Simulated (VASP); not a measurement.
Input of a VASP 6.6.1 run:

The input INCAR:

```
ALGO = Normal
EDIFF = 1E-7
EDIFFG = -0.01
ENCUT = 600
GGA = PS
IBRION = 2
ISIF = 3
ISMEAR = -1
LASPH = True
LCHARG = False
LREAL = False
LWAVE = False
NELM = 100
NSW = 60
PREC = Accurate
SIGMA = 0.05
```

The input KPOINTS:

```
k-points
0
Gamma
  9 9 9
```

POSCAR

```
P
1.0
    1.7257251780      0.9963478961      3.1296800121
   -1.7257251780      0.9963478961      3.1296800121
    0.0000000000     -1.9926957921      3.1296800121
P
2
Direct
    0.7729197500      0.7729197500      0.7729197500
    0.2270802500      0.2270802500      0.2270802500
```

Potentials or basis: VASP PAW PBE potentials, release 64 (P).

Command:

```bash
$ cat potpaw_PBE.64/P/POTCAR > POTCAR
$ mpirun -np 1 vasp_std > vasp.out
```

Estimate the relaxed volume.

15.09 Å³/atom.

Predict the space group after relaxing (to 0.1 Å).

R-3m (No. 166).

Predict the relaxed cell.

a = 3.557 Å, b = 3.557 Å, c = 3.557 Å, α = 57.74°, β = 57.74°, γ = 57.74°.

The path:
```csv
step,energy change (eV),largest force (eV/Å),pressure (GPa),volume (Å³)
1,0.0000,0.2415,-1.77,32.29
2,-0.0124,0.2236,-0.23,31.46
3,-0.0165,0.2127,1.12,30.76
4,-0.0235,0.0126,-0.55,30.82
5,-0.0236,0.0532,-0.90,30.83
6,-0.0264,0.0078,-0.41,30.40
7,-0.0267,0.0001,-0.11,30.23
8,-0.0267,0.0002,-0.09,30.22
9,-0.0267,0.0075,0.06,30.18
```

Caveat: the PAW data sets were made with another functional, which shifts forces and pressure a little.
